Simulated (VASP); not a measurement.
# Cu (I4/mmm) in VASP: further runs

Runs on Cu. Level: LDA. Tasks: single point, relaxation of cell and atoms.

Program: VASP 6.6.1. These are calculated values, not measurements. Logs are shortened: lines on timing, memory, paths and dates and some standing lists are left out, and cuts for length are marked.

## 1. The cell of the first run

The structure is tetragonal, space group I4/mmm (No. 139). Conventional cell: a = 2.886 Å, b = 2.886 Å, c = 2.752 Å, α = 90.00°, β = 90.00°, γ = 90.00°. Cu (site symmetry 4/mmm) has 14 Cu at 2.46 to 2.89 Å within 3.2 Å.

## 2. Single point, LDA

INCAR reads:

```
PREC     = Accurate       # precision mode
ENCUT    = 520            # plane-wave cutoff, eV
EDIFF    = 1E-6           # SCF threshold, eV
ISMEAR   = 0              # smearing method
SIGMA    = 0.1            # smearing width, eV
LREAL    = F              # projectors in reciprocal space
LASPH    = T              # aspherical terms in the spheres
NELM     = 80             # most SCF steps
ALGO     = Fast           # electronic algorithm
ISIF     = 2              # what is computed and relaxed
LWAVE    = F              # write WAVECAR
LCHARG   = F              # write CHGCAR
NBANDS   = 12             # bands
```

KPOINTS reads:

```
Automatic mesh
0
Gamma
  8 8 8
```

POSCAR reads:

```
Cu
1.0
   -1.4427933200      1.4427933200      1.3760814500
    1.4427933200     -1.4427933200      1.3760814500
    1.4427933200      1.4427933200     -1.3760814500
Cu
1
Direct
    0.0000000000      0.0000000000      0.0000000000
```

Potentials or basis: VASP PAW LDA potentials, release 64 (Cu).

Launch:

```bash
> cat potpaw_LDA.64/Cu/POTCAR > POTCAR
> mpirun -np 1 vasp_std > vasp.out
```

OUTCAR:

```text
PREC = Accurate
   ENCUT = 520
   EDIFF = 1E-6
   ISMEAR = 0
   LREAL = F
   LASPH = T
   NELM = 80
   ISIF = 2

 ion  position               nearest neighbor table
   1  0.000  0.000  0.000-

  LATTYP: Found a body centered tetragonal cell.
 ALAT       =     2.8855866400
 C/A-ratio  =     0.9537620052

  Lattice vectors:

 A1 = (  -1.4427933200,   1.4427933200,   1.3760814500)
 A2 = (   1.4427933200,  -1.4427933200,   1.3760814500)
 A3 = (   1.4427933200,   1.4427933200,  -1.3760814500)

Analysis of symmetry for initial positions (statically):
=====================================================================
 Subroutine PRICEL returns:
 Original cell was already a primitive cell.

 Routine SETGRP: Setting up the symmetry group for a
 body centered tetragonal supercell.

 Subroutine GETGRP returns: Found 16 space group operations
 (whereof 16 operations were pure point group operations)
 out of a pool of 16 trial point group operations.

The static configuration has the point symmetry D_4h.

Analysis of symmetry for dynamics (positions and initial velocities):
=====================================================================
 Subroutine PRICEL returns:
 Original cell was already a primitive cell.

 Routine SETGRP: Setting up the symmetry group for a
 body centered tetragonal supercell.

 Subroutine GETGRP returns: Found 16 space group operations
 (whereof 16 operations were pure point group operations)
 out of a pool of 16 trial point group operations.

The dynamic configuration has the point symmetry D_4h.

 Subroutine INISYM returns: Found 16 space group operations
 (whereof 16 operations are pure point group operations),
 and found     1 'primitive' translations

----------------------------------------------------------------------------------------

                                     Primitive cell

  volume of cell :      11.4581

  direct lattice vectors                    reciprocal lattice vectors
    -1.442793320  1.442793320  1.376081450     0.000000000  0.346549983  0.363350585
     1.442793320 -1.442793320  1.376081450     0.346549983  0.000000000  0.363350585
     1.442793320  1.442793320 -1.376081450     0.346549983  0.346549983  0.000000000

  length of vectors
     2.461078074  2.461078074  2.461078074     0.502116060  0.502116060  0.490095685

  position of ions in fractional coordinates (direct lattice)
     0.000000000  0.000000000  0.000000000

  ion indices of the primitive-cell ions
   primitive index   ion index
[... 76 lines left out ...]
   NSW    =      0    number of steps for IOM
   IBRION =     -1    ionic relax: 0-MD 1-quasi-New 2-CG
   NFREE  =      0    steps in history (QN), initial steepest desc. (CG)
   ISIF   =      2    stress and relaxation
   ISYM   =      2    0-nonsym 1-usesym 2-fastsym
   POTIM  = 0.5000    time-step for ionic-motion
   TEBEG  =    0.0;   TEEND  =   0.0 temperature during run
   PSTRESS=    0.0 pullay stress
   NELECT =      11.0000    total number of electrons
   NUPDOWN=      -1.0000    fix difference up-down
   EMIN   =  10.00;   EMAX   =-10.00  energy-range for DOS
   EFERMI =   0.00;   METHOD = LEGACY
   ISMEAR =     0;   SIGMA  =   0.10  broadening in eV -4-tet -1-fermi 0-gaus
   EFERMI_NEDOS =   21; number of points for ismear=-14 and -15
   IALGO  =     68    algorithm
   IMIX   =      4    mixing-type and parameters
     AMIX     =   0.40;   BMIX     =  1.00
     AMIX_MAG =   1.60;   BMIX_MAG =  1.00
  volume/ion in A,a.u.               =      11.46        77.32
  Fermi-wavevector in a.u.,A,eV,Ry     =   1.614984  3.051878 35.486359  2.608174
  Thomas-Fermi vector in A             =   2.709805
   LORBIT       =      0    0 simple, 1 ext, 2 COOP (PROOUT), +10 PAW based schemes
   GGA     = CA    functional components
   LHFCALC =     F    Hartree Fock is set to
   AEXX    =    0.0000 exact exchange contribution
   IVDW    =     0    specifies the selected vdW correction
   LEPSILON=     F    determine dielectric tensor
   LRPA    =     F    only Hartree local field effects (RPA)
 non-spin polarized calculation
 RMM-DIIS sequential band-by-band and
 Gauss-broadening in eV      SIGMA  =   0.10
  energy-cutoff  :      520.00
  volume of cell :       11.46
 maximum number of plane-waves:       325
   NGX =  9   NGY =  9   NGZ =  9

 number of electron      10.9999998 magnetization

 Free energy of the ion-electron system (eV)
  ---------------------------------------------------
  ext. energy  EPLUGINS =         0.00000000
  ---------------------------------------------------
  free energy    TOTEN  =        -4.62081630 eV

  energy without entropy =       -4.61617806  energy(sigma->0) =       -4.61849718

 E-fermi :   7.8053     XC(G=0): -13.2833

 val. band max:        7.7905094276   @ k =   0.5000   0.1250   0.0000
 cond. band min:       7.8778782327   @ k =   0.3750   0.1250   0.0000
 fundamental gap:      0.0873688051
 Fermi energy:         7.8053168839

 k-point     1 :       0.0000    0.0000    0.0000
  band No.  band energies     occupation
      1      -1.8519      2.00000
      2       4.3382      2.00000
      3       4.5418      2.00000
      4       4.5418      2.00000
      5       5.4292      2.00000
      6       5.6323      2.00000
      7      32.6573      0.00000
      8      32.6573      0.00000
      9      33.9137      0.00000
     10      36.4382      0.00000
     11      36.4395      0.00000
     12      36.7352      0.00000
[... 331 lines left out ...]
 k-point    24 :       0.3750    0.1250    0.1250
  band No.  band energies     occupation
      1       3.0796      2.00000
      2       3.6113      2.00000
      3       4.7151      2.00000
      4       5.5726      2.00000
      5       5.7390      2.00000
      6       9.9708      0.00000
      7      12.8114      0.00000
      8      19.8211      0.00000
      9      19.9935      0.00000
     10      35.9889      0.00000
     11      38.9702      0.00000
     12      43.2852      0.00000

 [... further k-points ...]
[... 5 lines left out ...]
  --------------------------------------------------------------------------------------
  -------------------------------------------------------------------------------------
  Total       -0.4720992     -0.4720992     -0.4642609      0.0000000     -0.0000000      0.0000000
  in kB      -66.0133019    -66.0133019    -64.9172795      0.0000000     -0.0000000      0.0000000
  external PRESSURE =     -65.6479611 kB  Pullay stress =       0.0000000 kB

 VOLUME and BASIS-vectors are now :
 -----------------------------------------------------------------------------
  energy-cutoff  :      520.00
  volume of cell :       11.46
      direct lattice vectors                 reciprocal lattice vectors
    -1.442793320  1.442793320  1.376081450     0.000000000  0.346549983  0.363350585
     1.442793320 -1.442793320  1.376081450     0.346549983  0.000000000  0.363350585
     1.442793320  1.442793320 -1.376081450     0.346549983  0.346549983  0.000000000

 POSITION                                       TOTAL-FORCE (eV/Angst)
 -----------------------------------------------------------------------------------
      0.00000      0.00000      0.00000         0.000000      0.000000      0.000000
 -----------------------------------------------------------------------------------
    total drift:                                0.000000     -0.000000      0.000000

  FREE ENERGIE OF THE ION-ELECTRON SYSTEM (eV)
  ---------------------------------------------------
  free  energy   TOTEN  =        -4.6208162962 eV

  energy  without entropy=       -4.6161780638  energy(sigma->0) =       -4.61849718
```

OSZICAR:

```text
N       E                     dE             d eps       ncg     rms          rms(c)
DAV:   1     0.428981337175E+02    0.42898E+02   -0.53261E+03  1584   0.159E+03
DAV:   2    -0.408164389607E+01   -0.46980E+02   -0.43352E+02  1476   0.210E+02
DAV:   3    -0.561929034813E+01   -0.15376E+01   -0.15260E+01  1640   0.425E+01
DAV:   4    -0.562980042060E+01   -0.10510E-01   -0.10509E-01  1636   0.313E+00
DAV:   5    -0.562990804362E+01   -0.10762E-03   -0.10762E-03  1660   0.322E-01    0.799E+00
RMM:   6    -0.500360959364E+01    0.62630E+00   -0.32967E+00  1768   0.343E+01    0.455E+00
RMM:   7    -0.463842259896E+01    0.36519E+00   -0.49368E-01  1754   0.129E+01    0.105E+00
RMM:   8    -0.462213773492E+01    0.16285E-01   -0.18040E-02  1817   0.147E+00    0.246E-01
RMM:   9    -0.462077079325E+01    0.13669E-02   -0.33318E-03  1894   0.103E+00    0.287E-02
RMM:  10    -0.462081659320E+01   -0.45800E-04   -0.60758E-04  1882   0.339E-01    0.316E-02
RMM:  11    -0.462081665186E+01   -0.58662E-07   -0.11289E-04  1913   0.100E-01    0.118E-02
RMM:  12    -0.462081612044E+01    0.53143E-06   -0.17708E-05  1838   0.464E-02    0.170E-03
RMM:  13    -0.462081629625E+01   -0.17581E-06   -0.18772E-06  1324   0.155E-02
   1 F= -.46208163E+01 E0= -.46184972E+01  d E =-.463823E-02
```

stdout:

```text
POSCAR found type information on POSCAR Cu
 POSCAR found :  1 types and       1 ions
 scaLAPACK will be used
 LDA part: xc-table for (Slater(with rela. corr.)+CA(PZ))
 , standard interpolation
 POSCAR, INCAR and KPOINTS ok, starting setup
 FFT: planning ... GRIDC
 FFT: planning ... GRID_SOFT
 FFT: planning ... GRID
 WAVECAR not read
 entering main loop
WARNING in EDDRMM: call to ZHEGV failed, returncode =   6  3      8
WARNING in EDDRMM: call to ZHEGV failed, returncode =   6  3      9
```

It took 6.9 s on 1 thread of AMD EPYC 7R43 (Zen 3), shared host; peak memory 0.08 GiB.

What came out:

* Free energy: -4.6208 eV
* Pressure: -6.6 GPa

Caveat: the k points lie up to 0.39 Å⁻¹ apart.

## 3. Single point, LDA

This run uses another cell than the first one, of 10.93 Å³/atom, 0.954 times its volume.

Edit INCAR of step 2 so:

```diff
@@ -7,3 +7,3 @@
 LASPH    = T              # aspherical terms in the spheres
-NELM     = 80             # most SCF steps
+NELM     = 100            # most SCF steps
 ALGO     = Fast           # electronic algorithm
```

KPOINTS reads:

```
regular mesh
0
Gamma
  20 20 20
```

POSCAR reads:

```
Cu
1.0
   -1.4275229678      1.4275229678      1.3411469825
    1.4275229678     -1.4275229678      1.3411469825
    1.4275229678      1.4275229678     -1.3411469825
Cu
1
Direct
    0.0000000000      0.0000000000      0.0000000000
```

Potentials or basis: VASP PAW LDA potentials, release 64 (Cu).

Launch:

```bash
> cat potpaw_LDA.64/Cu/POTCAR > POTCAR
> mpirun -np 1 vasp_std > vasp.out
```

Run time: 76 s. Hardware: 1 thread of AMD EPYC 7R43 (Zen 3), shared host; peak memory 0.15 GiB.

Results (log left out):

```yaml
Free_energy: -4.6672 eV
Pressure: 1.4 GPa
```

Levels at points of the mesh, in eV from the Fermi level:
| k point | band 3 | band 4 | band 5 | band 6 | band 7 | band 8 | band 9 | band 10 |
| --- | --- | --- | --- | --- | --- | --- | --- | --- |
| (0.00, 0.00, 0.00) | -3.31 | -3.31 | -2.44 | -2.13 | 25.18 | 25.18 | 26.93 | 29.58 |
| (0.50, 0.00, 0.00) | -2.30 | -2.01 | -1.44 | -0.60 | 5.01 | 17.62 | 17.78 | 21.87 |
| (0.50, 0.50, 0.00) | -2.52 | -2.22 | -1.48 | -1.10 | 4.28 | 19.31 | 19.73 | 23.44 |
| (0.50, 0.50, 0.50) | -1.66 | -1.66 | -1.59 | 7.68 | 7.68 | 10.19 | 13.66 | 14.44 |

## 4. Single point, LDA

This run uses another cell than the first one, of 10.94 Å³/atom, 0.955 times its volume.

INCAR reads:

```
SYSTEM = Cu
PREC = Accurate
ENCUT = 520
EDIFF = 1E-7
ISMEAR = -1
SIGMA = 0.15
LREAL = .FALSE.
LASPH = .TRUE.
NELM = 100
ALGO = Normal
ISIF = 2
LWAVE = .FALSE.
LCHARG = .FALSE.
NBANDS = 12
```

KPOINTS reads:

```
regular mesh
0
G
  24 24 24
  0 0 0
```

POSCAR reads:

```
Cu
1.0
   -1.4278343440      1.4278343440      1.3413077449
    1.4278343440     -1.4278343440      1.3413077449
    1.4278343440      1.4278343440     -1.3413077449
Cu
1
Direct
    0.0000000000      0.0000000000      0.0000000000
```

Launch:

```bash
> cat potpaw_LDA.64/Cu/POTCAR > POTCAR
> mpirun -np 1 vasp_std > vasp.out
```

Run time: 2 min. Hardware: 1 thread of AMD EPYC 7R43 (Zen 3), shared host; peak memory 0.2 GiB.

Results (log left out):

```
Free energy : -4.6793 eV
Pressure    : 0.9 GPa
```

Levels at points of the mesh, in eV from the Fermi level:
| k point | band 3 | band 4 | band 5 | band 6 | band 7 | band 8 | band 9 | band 10 |
| --- | --- | --- | --- | --- | --- | --- | --- | --- |
| (0.00, 0.00, 0.00) | -3.31 | -3.31 | -2.43 | -2.13 | 25.18 | 25.18 | 26.93 | 29.57 |
| (0.50, 0.00, 0.00) | -2.30 | -2.01 | -1.44 | -0.59 | 5.01 | 17.62 | 17.77 | 21.87 |
| (0.50, 0.50, 0.00) | -2.52 | -2.21 | -1.47 | -1.10 | 4.29 | 19.31 | 19.73 | 23.44 |
| (0.50, 0.50, 0.50) | -1.65 | -1.65 | -1.58 | 7.68 | 7.68 | 10.19 | 13.66 | 14.43 |

## 5. Relaxation of cell and atoms, LDA

INCAR reads:

```
SYSTEM = Cu
ALGO = Normal
EDIFF = 1E-6
EDIFFG = -0.005
ENCUT = 600
IBRION = 2
ISIF = 3
ISMEAR = 0
LASPH = .TRUE.
LCHARG = .FALSE.
LREAL = .FALSE.
LWAVE = .FALSE.
NELM = 100
NSW = 100
PREC = Accurate
SIGMA = 0.1
```

KPOINTS reads:

```
k-points
0
G
  20 20 20
  0 0 0
```

POSCAR reads:

```
Cu
1.0
   -1.4427933200      1.4427933200      1.3760814500
    1.4427933200     -1.4427933200      1.3760814500
    1.4427933200      1.4427933200     -1.3760814500
Cu
1
Direct
    0.0000000000      0.0000000000      0.0000000000
```

Launch:

```bash
> cat potpaw_LDA.64/Cu/POTCAR > POTCAR
> mpirun -np 1 vasp_std > vasp.out
```

It took 7.1 min on 1 thread of AMD EPYC 7R13, shared host; peak memory 0.18 GiB.

It converged, with:

| Property | Result |
| --- | --- |
| Free energy | -4.6676 eV |
| Relaxed volume | 10.99 Å³/atom |
| Relaxed cell | a = 2.428 Å, b = 2.428 Å, c = 2.428 Å, α = 107.69°, β = 107.69°, γ = 113.10° |
| Space group after relaxing (to 0.05 Å) | I4/mmm (No. 139) |
| Energy gained by relaxing | 11.0 meV/atom |
| Ionic steps | 11 |
| Pressure after relaxing | 0.0 GPa |

Step by step:
```
step  energy change (eV)  largest force (eV/Å)  pressure (GPa)  volume (Å³)
   1              0.0000                0.0000           -6.93        11.46
   2             -0.0049                0.0000            5.91        10.66
   3             -0.0108                0.0000            0.03        10.98
   4             -0.0108                0.0000           -0.14        10.99
   5             -0.0108                0.0000           -0.18        10.99
   6             -0.0109                0.0000           -0.17        10.99
   7             -0.0110                0.0000           -0.16        10.99
   8             -0.0110                0.0000           -0.21        10.99
   9             -0.0108                0.0000            0.98        10.92
  10             -0.0110                0.0000            0.17        10.98
  11             -0.0110                0.0000            0.00        10.99
```

Final structure:
```cif
data_structure
_symmetry_space_group_name_H-M 'P 1'
_symmetry_Int_Tables_number 1
_cell_length_a 2.4282
_cell_length_b 2.4282
_cell_length_c 2.4282
_cell_angle_alpha 107.690
_cell_angle_beta 107.690
_cell_angle_gamma 113.096
_cell_volume 10.99
loop_
_atom_site_label
_atom_site_type_symbol
_atom_site_fract_x
_atom_site_fract_y
_atom_site_fract_z
_atom_site_occupancy
Cu1 Cu 0.00000 0.00000 0.00000 1
```

Levels at points of the mesh, in eV from the Fermi level:
```csv
k point,band 2,band 3,band 4,band 5,band 6,band 7,band 8,band 9
"(0.00, 0.00, 0.00)",-3.59,-3.29,-3.29,-2.44,-2.12,25.05,25.05,26.98
"(0.50, 0.00, 0.00)",-4.31,-2.30,-1.99,-1.44,-0.57,5.00,17.53,17.66
"(0.50, 0.50, 0.00)",-3.94,-2.53,-2.22,-1.48,-1.11,4.22,19.37,19.78
"(0.50, 0.50, 0.50)",-5.07,-1.66,-1.66,-1.58,7.59,7.59,10.32,13.57
```

## 6. The runs side by side

```csv
task,cell,k mesh,cutoff (eV),smearing,gap on the mesh (eV),pressure (GPa)
single point,"a = 2.461 Å, angles 108.2, 108.2, 112.0°, 1 atom",8 × 8 × 8,520,gaussian 0.1 eV,none,-6.6
single point,"a = 2.424 Å, angles 107.8, 107.8, 112.8°, 1 atom",20 × 20 × 20,520,gaussian 0.1 eV,none,1.4
single point,"a = 2.424 Å, angles 107.8, 107.8, 112.8°, 1 atom",24 × 24 × 24,520,fermi-dirac 0.15 eV,none,0.9
relaxation of cell and atoms,"relaxed from a = 2.461 Å, angles 108.2, 108.2, 112.0°, 1 atom",20 × 20 × 20,600,gaussian 0.1 eV,none,0.0
```

Alike in all rows: level LDA; potentials or basis VASP PAW LDA potentials, release 64 (Cu); no spin polarisation.

Caveats: some runs use coarse meshes.

Total energies depend on the potentials used, so only differences within one code and one set of settings carry meaning.
